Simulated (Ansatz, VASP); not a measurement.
## Mo: VASP beside Ansatz

The input INCAR:

```
ALGO = Normal
EDIFF = 1E-6
ENCUT = 500
GGA = CA
GGA_COMPAT = False
ISIF = 2
ISMEAR = -1
LASPH = True
LCHARG = False
LREAL = False
LWAVE = False
NBANDS = 13
NELM = 120
PREC = Accurate
SIGMA = 0.15
```

The input KPOINTS:

```
k-points
0
Gamma
  9 9 9
```

File POSCAR:

```
Mo
1.0
    2.7355100000      0.0000000000      0.0000000000
   -1.3677550000      2.3690210000      0.0000000000
    0.0000000000      0.0000000000      2.5551810000
Mo
1
Direct
    0.0000000000      0.0000000000      0.5000000000
```

Input for Ansatz:

```yaml
crystal:
  lattice:
    - [2.73551, 0.0, 0.0]
    - [-1.367755, 2.369021, 0.0]
    - [0.0, 0.0, 2.555181]
  atoms:
    - { symbol: Mo, position: [0.0, 0.0, 0.5] }
basis:
  ecutwfc: 470.0
kpoints:
  mp_grid:
    grid: [9, 9, 9]
hamiltonian:
  xc: lda
  pseudopotentials:
    kind: paw
scf:
  occupations:
    method: fermi_dirac
    width: 0.15
output:
  forces: true
  stress: true
```

Alike in both runs: task single point; functional LDA; k mesh 9 × 9 × 9; occupations fermi-dirac, width 0.15 eV; no spin polarisation.

|  | VASP | Ansatz |
| --- | --- | --- |
| version | VASP 6.6.1 | Ansatz 0.2.0 |
| potentials or method | VASP PAW LDA potentials, release 64 (Mo_sv), cutoff 500 eV | plane waves, PAW |
| valence electrons in the cell | 14 | 14 |

```tsv
	VASP	Ansatz	Ansatz less VASP
pressure (GPa)	-5.9	-6.8	-0.91
traceless stress, the component that is largest in VASP (GPa)	-3.44	-3.49	-0.047
```

LDA's correlation is that of Perdew and Zunger in VASP and of Perdew and Wang (1992) in Ansatz.
